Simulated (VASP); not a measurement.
**NbSiO4: single point with PBE**

Crystal: NbSiO4.

```
CELL_PARAMETERS angstrom
0.00000 3.17545 3.17545
3.17545 0.00000 3.17545
3.17545 3.17545 0.00000
ATOMIC_POSITIONS crystal
Nb 0.75000 0.75000 0.75000
Si 0.00000 0.00000 0.00000
O 0.87731 0.37423 0.37423
O 0.37423 0.37423 0.37423
O 0.37423 0.87731 0.37423
O 0.37423 0.37423 0.87731
```

The cell was built from a structure type or drawn by symmetry, and may not be a known phase.

```
Program             : VASP 6.6.1
Task                : single point
Functional          : PBE
Potentials or basis : VASP PAW PBE potentials, release 64 (Nb_sv, Si, O)
Cutoff              : 520 eV
k mesh              : 6 × 6 × 6
Occupations         : gaussian, width 0.1 eV
Spin                : collinear spin, ferromagnetic start
Starting moments    : [0.06, 0.03, 0.68, 0.68, 0.68, 0.68] μB
```

- Pressure: -7.3 GPa
- Largest force: 0.269 eV/Å
- Net moment: 2.64 μB per cell
- Site moments: Nb +0.06; Si +0.02; O +0.57 μB
- Valence electrons inside the program's atomic spheres: Nb 10.26; Si 1.47; O 4.75

Forces on the atoms (eV/Å):
```
Nb   0.000  0.000  0.000
Si   0.000  0.000  0.000
O    0.156 -0.156 -0.156
O    0.156  0.156  0.156
O   -0.156  0.156 -0.156
O   -0.156 -0.156  0.156
```

Levels at points of the mesh, in eV from the Fermi level:
Spin up:
```csv
k point,band 18,band 19,band 20,band 21,band 22,band 23,band 24,band 25,band 26,band 27
"(0.00, 0.00, 0.00)",-0.65,-0.57,-0.57,-0.57,0.45,0.45,0.45,2.42,2.42,4.45
"(0.50, 0.00, 0.00)",-2.60,-0.54,-0.13,-0.13,0.56,0.56,1.10,1.81,1.81,1.89
"(0.50, 0.50, 0.00)",-2.73,-1.30,-0.58,-0.58,0.05,0.05,0.14,1.83,2.32,3.00
```
Spin down:
```tsv
k point	band 17	band 18	band 19	band 20	band 21	band 22
(0.00, 0.00, 0.00)	-0.17	-0.17	0.22	0.22	0.22	2.07
(0.50, 0.00, 0.00)	-2.20	-0.95	0.26	0.81	0.81	1.40
(0.50, 0.50, 0.00)	-2.02	-2.02	-0.59	-0.20	-0.20	0.23
```

Wall time 2.7 min on 1 thread of AMD EPYC 7R43 64-Core Processor (Zen 3) (shared host), peak memory 0.24 GiB.

Caveat: the cell stands under tension.
